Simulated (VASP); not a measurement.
# P (P4/mmm) in VASP: a series of runs

The runs below take P through single point, relaxation of cell and atoms, with PBE.

All numbers are computed with VASP 6.6.1; they aren't measurements. Logs are shortened: lines on timing, memory, paths and dates and some standing lists are left out, and cuts for length are marked.

**1. The cell of the first run**

Symmetry: P4/mmm, No. 123, tetragonal system. The conventional cell has a = 2.071 Å, b = 2.071 Å, c = 4.404 Å, α = 90.00°, β = 90.00°, γ = 90.00°. Within 2.7 Å of P (site symmetry 4/mmm) lie 4 P at 2.07 Å.

The cell was built from a structure type or drawn by symmetry, and may not be a known phase.

**2. Single point, PBE**

The input, INCAR:

```
  PREC = Accurate
  ENCUT = 520
  EDIFF = 1E-6
  ISMEAR = 0
  SIGMA = 0.1
  LREAL = F
  LASPH = T
  NELM = 100
  ALGO = Normal
  ISIF = 2
  LWAVE = F
  LCHARG = F
  GGA = PE
  NBANDS = 8
```

The input, KPOINTS:

```
Automatic mesh
0
Gamma
  8 8 4
```

The input, POSCAR:

```
P
1.0
    2.0712481500      0.0000000000      0.0000000000
    0.0000000000      2.0712481500      0.0000000000
    0.0000000000      0.0000000000      4.4043234700
P
1
Direct
    0.0000000000      0.0000000000      0.0000000000
```

Potentials or basis: VASP PAW PBE potentials, release 64 (P).

Launch:

```sh
> cat potpaw_PBE.64/P/POTCAR > POTCAR
> mpirun -np 1 vasp_std > vasp.out
```

OUTCAR:

```text
PREC = Accurate
   ENCUT = 520
   EDIFF = 1E-6
   ISMEAR = 0
   LREAL = F
   LASPH = T
   NELM = 100
   ISIF = 2
   GGA = PE

 ion  position               nearest neighbor table
   1  0.000  0.000  0.000-

  LATTYP: Found a simple tetragonal cell.
 ALAT       =     2.0712481500
 C/A-ratio  =     2.1264103338

  Lattice vectors:

 A1 = (   2.0712481500,   0.0000000000,   0.0000000000)
 A2 = (   0.0000000000,   2.0712481500,   0.0000000000)
 A3 = (   0.0000000000,   0.0000000000,   4.4043234700)

Analysis of symmetry for initial positions (statically):
=====================================================================
 Subroutine PRICEL returns:
 Original cell was already a primitive cell.

 Routine SETGRP: Setting up the symmetry group for a
 simple tetragonal supercell.

 Subroutine GETGRP returns: Found 16 space group operations
 (whereof 16 operations were pure point group operations)
 out of a pool of 16 trial point group operations.

The static configuration has the point symmetry D_4h.

Analysis of symmetry for dynamics (positions and initial velocities):
=====================================================================
 Subroutine PRICEL returns:
 Original cell was already a primitive cell.

 Routine SETGRP: Setting up the symmetry group for a
 simple tetragonal supercell.

 Subroutine GETGRP returns: Found 16 space group operations
 (whereof 16 operations were pure point group operations)
 out of a pool of 16 trial point group operations.

The dynamic configuration has the point symmetry D_4h.

 Subroutine INISYM returns: Found 16 space group operations
 (whereof 16 operations are pure point group operations),
 and found     1 'primitive' translations

----------------------------------------------------------------------------------------

                                     Primitive cell

  volume of cell :      18.8949

  direct lattice vectors                    reciprocal lattice vectors
     2.071248150  0.000000000  0.000000000     0.482800673  0.000000000  0.000000000
     0.000000000  2.071248150  0.000000000     0.000000000  0.482800673  0.000000000
     0.000000000  0.000000000  4.404323470     0.000000000  0.000000000  0.227049627

  length of vectors
     2.071248150  2.071248150  4.404323470     0.482800673  0.482800673  0.227049627

  position of ions in fractional coordinates (direct lattice)
     0.000000000  0.000000000  0.000000000

  ion indices of the primitive-cell ions
   primitive index   ion index
                 1           1

----------------------------------------------------------------------------------------

 KPOINTS: Automatic mesh

Automatic generation of k-mesh.
 Grid dimensions read from file:
 generate k-points for:    8    8    4

 Generating k-lattice:

  Cartesian coordinates                     Fractional coordinates (reciprocal lattice)
     0.060350084  0.000000000  0.000000000     0.125000000  0.000000000  0.000000000
     0.000000000  0.060350084  0.000000000     0.000000000  0.125000000  0.000000000
     0.000000000  0.000000000  0.056762407     0.000000000  0.000000000  0.250000000

  Length of vectors
     0.060350084  0.060350084  0.056762407

  Shift w.r.t. Gamma in fractional coordinates (k-lattice)
     0.000000000  0.000000000  0.000000000

 Subroutine IBZKPT returns following result:
 ===========================================

 Found     45 irreducible k-points:

 Following reciprocal coordinates:
            Coordinates               Weight
  0.000000  0.000000  0.000000      1.000000
  0.125000  0.000000  0.000000      4.000000
  0.250000  0.000000  0.000000      4.000000
  0.375000  0.000000  0.000000      4.000000
  0.500000  0.000000  0.000000      2.000000
  0.125000  0.125000  0.000000      4.000000
[... 16 lines left out ...]
  0.375000  0.125000  0.250000     16.000000
  0.500000  0.125000  0.250000      8.000000
 [... further k-points ...]
   k-points           NKPTS =     45   k-points in BZ     NKDIM =     45   number of bands    NBANDS=      8
   number of dos      NEDOS =    301   number of ions     NIONS =      1
   total plane-waves  NPLWV =   9216
   dimension x,y,z NGX =    16 NGY =   16 NGZ =   36
   dimension x,y,z NGXF=    32 NGYF=   32 NGZF=   72
   ions per type =               1
   NGX,Y,Z   is equivalent  to a cutoff of  12.84, 12.84, 13.59 a.u.
   NGXF,Y,Z  is equivalent  to a cutoff of  25.68, 25.68, 27.18 a.u.
 SYSTEM =  unknown system
   PREC   = accura    normal or accurate (medium, high low for compatibility)
   ISTART =      0    job   : 0-new  1-cont  2-samecut
   ICHARG =      2    charge: 1-file 2-atom 10-const
   ISPIN  =      1    spin polarized calculation?
   LNONCOLLINEAR =      F non collinear calculations
   LSORBIT =      F    spin-orbit coupling
   LASPH  =      T    aspherical Exc in radial PAW
   ENCUT  =  520.0 eV  38.22 Ry    6.18 a.u.   3.85  3.85  8.19*2*pi/ulx,y,z
   NELM   =    100;   NELMIN=  2; NELMDL= -5     # of ELM steps
   EDIFF  = 0.1E-05   stopping-criterion for ELM
   LREAL  =      F    real-space projection
   EDIFFG = 0.1E-04   stopping-criterion for IOM
   NSW    =      0    number of steps for IOM
   IBRION =     -1    ionic relax: 0-MD 1-quasi-New 2-CG
   NFREE  =      0    steps in history (QN), initial steepest desc. (CG)
   ISIF   =      2    stress and relaxation
   ISYM   =      2    0-nonsym 1-usesym 2-fastsym
   POTIM  = 0.5000    time-step for ionic-motion
   TEBEG  =    0.0;   TEEND  =   0.0 temperature during run
   PSTRESS=    0.0 pullay stress
   NELECT =       5.0000    total number of electrons
   NUPDOWN=      -1.0000    fix difference up-down
   EMIN   =  10.00;   EMAX   =-10.00  energy-range for DOS
   EFERMI =   0.00;   METHOD = LEGACY
   ISMEAR =     0;   SIGMA  =   0.10  broadening in eV -4-tet -1-fermi 0-gaus
   EFERMI_NEDOS =   21; number of points for ismear=-14 and -15
   IALGO  =     38    algorithm
   IMIX   =      4    mixing-type and parameters
     AMIX     =   0.40;   BMIX     =  1.00
     AMIX_MAG =   1.60;   BMIX_MAG =  1.00
  volume/ion in A,a.u.               =      18.89       127.51
  Fermi-wavevector in a.u.,A,eV,Ry     =   1.051035  1.986167 15.029998  1.104674
  Thomas-Fermi vector in A             =   2.186062
   LORBIT       =      0    0 simple, 1 ext, 2 COOP (PROOUT), +10 PAW based schemes
   GGA     = PE    functional components
   LHFCALC =     F    Hartree Fock is set to
   AEXX    =    0.0000 exact exchange contribution
   IVDW    =     0    specifies the selected vdW correction
   LEPSILON=     F    determine dielectric tensor
   LRPA    =     F    only Hartree local field effects (RPA)
 non-spin polarized calculation
 Gauss-broadening in eV      SIGMA  =   0.10
  energy-cutoff  :      520.00
  volume of cell :       18.89
 maximum number of plane-waves:       540
 NGX is ok and might be reduce to    16
   NGX =  7   NGY =  7   NGZ = 17

 number of electron       5.0000002 magnetization

 Free energy of the ion-electron system (eV)
  ---------------------------------------------------
  ext. energy  EPLUGINS =         0.00000000
  ---------------------------------------------------
  free energy    TOTEN  =        -4.26205153 eV

  energy without entropy =       -4.25457731  energy(sigma->0) =       -4.25831442

 E-fermi :   5.9288     XC(G=0):  -9.1783

 val. band max:        5.9281668803   @ k =   0.5000   0.0000   0.2500
 cond. band min:       5.9343188272   @ k =   0.2500   0.1250   0.5000
 fundamental gap:      0.0061519470
 Fermi energy:         5.9287598527

 k-point     1 :       0.0000    0.0000    0.0000
  band No.  band energies     occupation
      1     -11.6104      2.00000
      2      -0.0462      2.00000
      3       7.2521      0.00000
      4      15.1986      0.00000
      5      18.5004      0.00000
      6      18.5004      0.00000
      7      21.7933      0.00000
      8      25.1850      0.00000

 k-point     2 :       0.1250    0.0000    0.0000
  band No.  band energies     occupation
      1     -11.0974      2.00000
      2       0.4409      2.00000
      3       7.7319      0.00000
      4      11.2204      0.00000
      5      18.9027      0.00000
      6      20.0216      0.00000
      7      24.2698      0.00000
      8      24.4860      0.00000

 k-point     3 :       0.2500    0.0000    0.0000
  band No.  band energies     occupation
      1      -9.5697      2.00000
      2       1.8891      2.00000
      3       5.5884      2.00000
      4       9.5349      0.00000
      5      18.4164      0.00000
      6      20.1102      0.00000
      7      21.1977      0.00000
      8      27.2925      0.00000

 k-point     4 :       0.3750    0.0000    0.0000
  band No.  band energies     occupation
      1      -7.0608      2.00000
      2       0.6486      2.00000
      3       4.2072      2.00000
      4      12.0941      0.00000
      5      13.1160      0.00000
      6      20.0122      0.00000
      7      22.1056      0.00000
      8      25.1221      0.00000

 k-point     5 :       0.5000    0.0000    0.0000
  band No.  band energies     occupation
      1      -3.6793      2.00000
      2      -3.5723      2.00000
      3       6.2605      0.00000
      4      10.0601      0.00000
      5      15.0106      0.00000
      6      16.5660      0.00000
      7      24.1997      0.00000
      8      25.8217      0.00000

 k-point     6 :       0.1250    0.1250    0.0000
  band No.  band energies     occupation
      1     -10.5863      2.00000
      2       0.9273      2.00000
      3       8.2332      0.00000
      4      10.1978      0.00000
      5      15.1523      0.00000
      6      24.4475      0.00000
      7      24.8475      0.00000
      8      25.0963      0.00000

 k-point     7 :       0.2500    0.1250    0.0000
  band No.  band energies     occupation
      1      -9.0642      2.00000
      2       2.3730      2.00000
      3       5.8723      1.57570
      4       9.8863      0.00000
      5      15.0978      0.00000
      6      18.8869      0.00000
      7      25.1548      0.00000
      8      26.2948      0.00000

 k-point     8 :       0.3750    0.1250    0.0000
  band No.  band energies     occupation
      1      -6.5658      2.00000
      2       1.0783      2.00000
      3       4.6850      2.00000
      4      12.4212      0.00000
      5      13.6002      0.00000
      6      16.8809      0.00000
      7      21.6648      0.00000
      8      24.3394      0.00000

 k-point     9 :       0.5000    0.1250    0.0000
  band No.  band energies     occupation
      1      -3.1940      2.00000
      2      -3.1072      2.00000
      3       6.7244      0.00000
      4      10.5604      0.00000
      5      14.9594      0.00000
      6      17.0822      0.00000
      7      20.4204      0.00000
      8      21.1528      0.00000

 k-point    10 :       0.2500    0.2500    0.0000
  band No.  band energies     occupation
      1      -7.5602      2.00000
      2       3.8103      2.00000
      3       5.6916      1.99920
      4       9.7388      0.00000
      5      12.6912      0.00000
      6      19.9992      0.00000
      7      20.5496      0.00000
      8      23.1070      0.00000
[... 78 lines left out ...]
 k-point    18 :       0.2500    0.0000    0.2500
  band No.  band energies     occupation
      1      -9.5399      2.00000
      2       1.4333      2.00000
      3       5.6340      1.99997
      4      11.1062      0.00000
      5      17.9234      0.00000
      6      19.5999      0.00000
      7      20.1207      0.00000
      8      23.8128      0.00000

 k-point    19 :       0.3750    0.0000    0.2500
  band No.  band energies     occupation
      1      -7.0322      2.00000
      2       0.6730      2.00000
      3       3.7934      2.00000
      4      12.5529      0.00000
      5      13.7692      0.00000
      6      20.7510      0.00000
      7      22.1149      0.00000
      8      23.2337      0.00000

 k-point    20 :       0.5000    0.0000    0.2500
  band No.  band energies     occupation
      1      -3.6465      2.00000
      2      -3.5520      2.00000
      3       5.9282      1.00669
      4       9.5125      0.00000
      5      16.3220      0.00000
      6      18.3542      0.00000
      7      23.8716      0.00000
      8      24.2082      0.00000

 k-point    21 :       0.1250    0.1250    0.2500
  band No.  band energies     occupation
      1     -10.5560      2.00000
      2       0.4582      2.00000
      3       9.8053      0.00000
      4      10.2072      0.00000
      5      15.0857      0.00000
      6      19.6385      0.00000
      7      24.8180      0.00000
      8      25.2528      0.00000

 k-point    22 :       0.2500    0.1250    0.2500
  band No.  band energies     occupation
      1      -9.0347      2.00000
      2       1.9235      2.00000
      3       5.9075      1.23591
      4      11.3477      0.00000
      5      15.1594      0.00000
      6      18.5194      0.00000
      7      21.2046      0.00000
      8      26.3389      0.00000

 k-point    23 :       0.3750    0.1250    0.2500
  band No.  band energies     occupation
      1      -6.5376      2.00000
      2       1.1020      2.00000
      3       4.2774      2.00000
      4      13.0312      0.00000
      5      13.9093      0.00000
      6      17.1628      0.00000
      7      22.5582      0.00000
      8      23.6153      0.00000

 k-point    24 :       0.5000    0.1250    0.2500
  band No.  band energies     occupation
      1      -3.1617      2.00000
      2      -3.0873      2.00000
      3       6.3975      0.00000
      4      10.0195      0.00000
      5      15.9516      0.00000
      6      18.8394      0.00000
      7      20.6601      0.00000
      8      21.1783      0.00000

 [... further k-points ...]

------------------------ aborting loop because EDIFF is reached ----------------------------------------

  FORCE on cell =-STRESS in cart. coord.  units (eV):
  Direction    XX          YY          ZZ          XY          YZ          ZX
  --------------------------------------------------------------------------------------
  -------------------------------------------------------------------------------------
  Total        5.6572048      5.6572048     -0.1546551      0.0000000      0.0000000      0.0000000
  in kB      479.6992167    479.6992167    -13.1138817      0.0000000      0.0000000      0.0000000
  external PRESSURE =     315.4281839 kB  Pullay stress =       0.0000000 kB

 VOLUME and BASIS-vectors are now :
 -----------------------------------------------------------------------------
  energy-cutoff  :      520.00
  volume of cell :       18.89
      direct lattice vectors                 reciprocal lattice vectors
     2.071248150  0.000000000  0.000000000     0.482800673  0.000000000  0.000000000
     0.000000000  2.071248150  0.000000000     0.000000000  0.482800673  0.000000000
     0.000000000  0.000000000  4.404323470     0.000000000  0.000000000  0.227049627

 POSITION                                       TOTAL-FORCE (eV/Angst)
 -----------------------------------------------------------------------------------
      0.00000      0.00000      0.00000         0.000000      0.000000      0.000000
 -----------------------------------------------------------------------------------
    total drift:                               -0.000000      0.000000      0.000000

  FREE ENERGIE OF THE ION-ELECTRON SYSTEM (eV)
  ---------------------------------------------------
  free  energy   TOTEN  =        -4.2620515266 eV

  energy  without entropy=       -4.2545773124  energy(sigma->0) =       -4.25831442
```

It took 2.6 s on 1 thread of Intel Xeon 6975P-C (Granite Rapids), shared host; peak memory 0.12 GiB.

What came out:

```
Free energy            : -4.2621 eV
Pressure               : 31.5 GPa
Band gap on the k mesh : zero (an odd number of electrons rules out a gap without spin polarisation)
```

Levels at points of the mesh, in eV from the Fermi level:
```csv
k point,band 1,band 2,band 3,band 4,band 5,band 6
"(0.00, 0.00, 0.00)",-17.54,-5.97,1.32,9.27,12.57,12.57
"(0.50, 0.00, 0.00)",-9.61,-9.50,0.33,4.13,9.08,10.64
"(0.50, 0.50, 0.00)",-3.85,-3.85,0.60,1.22,6.40,9.87
"(0.00, 0.00, 0.50)",-17.48,-6.86,6.53,7.21,9.28,12.60
"(0.50, 0.00, 0.50)",-9.54,-9.46,-0.30,3.15,12.70,15.08
"(0.50, 0.50, 0.50)",-3.82,-3.82,0.73,1.27,5.95,9.27
```

Caveat: the k points lie up to 0.38 Å⁻¹ apart, too coarse for converged energies and pressures of a metal.

**3. Relaxation of cell and atoms, PBE**

The input, INCAR:

```
  PREC = Accurate
  ENCUT = 600
  EDIFF = 1E-7
  ISMEAR = 0
  SIGMA = 0.1
  LREAL = F
  LASPH = T
  NELM = 60
  ALGO = Normal
  ISIF = 3
  LWAVE = F
  LCHARG = F
  GGA = PE
  IBRION = 2
  NSW = 90
  EDIFFG = -0.04
```

The input, KPOINTS:

```
regular mesh
0
Gamma
  8 8 4
```

POSCAR is that of step 2.

Potentials or basis: VASP PAW PBE potentials, release 64 (P).

Launch:

```sh
> cat potpaw_PBE.64/P/POTCAR > POTCAR
> mpirun -np 1 vasp_std > vasp.out
```

Wall time 33 s (1 thread of Intel Xeon 6975P-C (Granite Rapids), shared host); peak memory 0.13 GiB.

It converged, with:

* Free energy: -5.1861 eV
* Relaxed volume: 14.63 Å³/atom
* Relaxed cell: a = 2.383 Å, b = 2.383 Å, c = 2.576 Å, α = 90.00°, β = 90.00°, γ = 90.00°
* Space group after relaxing (to 0.1 Å): P4/mmm (No. 123)
* Pressure after relaxing: 0.1 GPa
* Band gap on the k mesh: zero (an odd number of electrons rules out a gap without spin polarisation)

Stress tensor (GPa, compression positive):
```
0.06 0.00 0.00
0.00 0.06 0.00
0.00 0.00 0.29
```

Final structure:
```
P
1.0
     2.38281    0.00000    0.00000
     0.00000    2.38281    0.00000
     0.00000    0.00000    2.57605
P
1
Cartesian
  0.0000 0.0000 0.0000
```

Levels at points of the mesh, in eV from the Fermi level:
| k point | band 1 | band 2 | band 3 | band 4 | band 5 | band 6 |
| --- | --- | --- | --- | --- | --- | --- |
| (0.00, 0.00, 0.00) | -16.34 | 3.12 | 6.23 | 6.23 | 6.27 | 7.40 |
| (0.50, 0.00, 0.00) | -11.52 | -8.55 | 6.35 | 9.38 | 9.54 | 12.56 |
| (0.50, 0.50, 0.00) | -6.17 | -4.86 | -4.86 | 1.25 | 9.35 | 17.28 |
| (0.00, 0.00, 0.50) | -12.99 | -8.35 | 8.33 | 8.33 | 9.25 | 15.75 |
| (0.50, 0.00, 0.50) | -7.89 | -5.93 | -4.47 | 1.20 | 11.29 | 17.20 |
| (0.50, 0.50, 0.50) | -2.53 | -2.53 | -1.49 | -0.91 | 4.14 | 5.29 |

Caveat: the k points lie up to 0.61 Å⁻¹ apart in the final cell, too coarse for converged energies and pressures of a metal; the volume moved by over 15 % at a fixed basis, so the end points are rough.
